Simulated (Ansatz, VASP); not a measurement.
Two plane-wave programs on SnO

File INCAR:

```
SYSTEM = SnO
PREC = Accurate
ENCUT = 600
EDIFF = 1E-6
ISMEAR = 0
SIGMA = 0.15
LREAL = .FALSE.
LASPH = .TRUE.
NELM = 120
ALGO = Normal
ISIF = 2
LWAVE = .FALSE.
LCHARG = .FALSE.
GGA = PS
IVDW = 12
NBANDS = 28
GGA_COMPAT = .FALSE.
```

File KPOINTS:

```
regular mesh
0
G
  12 12 10
  0 0 0
```

POSCAR

```
SnO
1.0
    3.7703910616      0.0000000000      0.0000000000
    0.0000000000      3.7703910616      0.1649546089
    0.0000000000      0.1996474500      4.5633702865
Sn O
2 2
Direct
    0.0000000000      0.5000000000      0.2532585894
    0.5000000000      0.0000000000      0.7467414106
    0.0000000000      0.0000000000      0.0000000000
    0.5000000000      0.5000000000      0.0000000000
```

Input for Ansatz:

```yaml
crystal:
  lattice:
    - [3.7703910616, 0.0, 0.0]
    - [0.0, 3.7703910616, 0.1649546089]
    - [0.0, 0.19964745, 4.5633702865]
  atoms:
    - { symbol: Sn, position: [0.0, 0.5, 0.2532585894] }
    - { symbol: Sn, position: [0.5, 0.0, 0.7467414106] }
    - { symbol: O, position: [0.0, 0.0, 0.0] }
    - { symbol: O, position: [0.5, 0.5, 0.0] }
basis:
  ecutwfc: 420
kpoints:
  mp_grid: { grid: [12, 12, 10] }
hamiltonian:
  xc: pbesol
  dispersion: d3bj
scf:
  occupations: { method: gaussian, width: 0.15 }
output:
  forces: true
  stress: true
  eigenvalues: true
```

Change from the starting cell: strain +0.0875 x Voigt [0, 0, 0, 1, 0, 0], atoms carried along.

Alike in both runs: task single point; functional PBEsol; dispersion D3(BJ); k mesh 12 × 12 × 10; occupations gaussian, width 0.15 eV; no spin polarisation.

|  | VASP | Ansatz |
| --- | --- | --- |
| version | VASP 6.6.1 | Ansatz 0.2.0 |
| potentials or method | VASP PAW PBE potentials, release 64 (Sn_d, O), cutoff 600 eV | scalar-relativistic, plane waves, PAW |
| valence electrons in the cell | 40 | 40 |

Ansatz gave:

| Property | Result |
| --- | --- |
| gap on the k mesh at the Fermi level (eV) | none |
| pressure (GPa) | 1.0 |
| traceless stress, the component that is largest in VASP (GPa) | -5.67 |
| rms of the force components (eV/Å) | 0.269 |

Problem. Estimate VASP's values.

Solution. gap on the k mesh at the Fermi level (eV): none; pressure (GPa): 1.2; traceless stress, the component that is largest in VASP (GPa): -5.78; rms of the force components (eV/Å): 0.290.

VASP's potentials were made for PBE, not for PBEsol. Atom by atom the forces differ by 0.037 eV/Å (rms over components). A gap of «none» marks a metal or a gap that the smearing closes.
